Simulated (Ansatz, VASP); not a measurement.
# Two plane-wave programs on LiF

```
CELL_PARAMETERS angstrom
2.45715 0.00000 0.00000
0.00000 2.45715 0.00000
0.00000 0.00000 2.45715
ATOMIC_POSITIONS crystal
Li 0.00000 0.00000 0.00000
F 0.50000 0.50000 0.50000
```

Change from the starting cell: strain -0.040 along x and y, -0.040 along z, atoms carried along.

Alike in both runs: task single point; functional r2SCAN; k mesh 10 × 10 × 10; occupations gaussian, width 0.05 eV; no spin polarisation.

|  | VASP | Ansatz |
| --- | --- | --- |
| version | VASP 6.6.1 | Ansatz 0.2.0 |
| potentials or method | VASP PAW PBE potentials, release 64 (Li_sv, F), cutoff 520 eV | scalar-relativistic, plane waves, PAW |
| valence electrons in the cell | 10 | 10 |

Ansatz gave:

```
gap on the k mesh at the Fermi level (eV) : 9.59
least direct gap on the mesh (eV)         : 10.41
```

What did VASP give for the same quantities?

gap on the k mesh at the Fermi level (eV): 9.86; least direct gap on the mesh (eV): 10.68.

VASP's potentials were made for PBE, not for r2SCAN.

Noted on VASP's run: the cutoff is short for stress, so the pressure is rough.
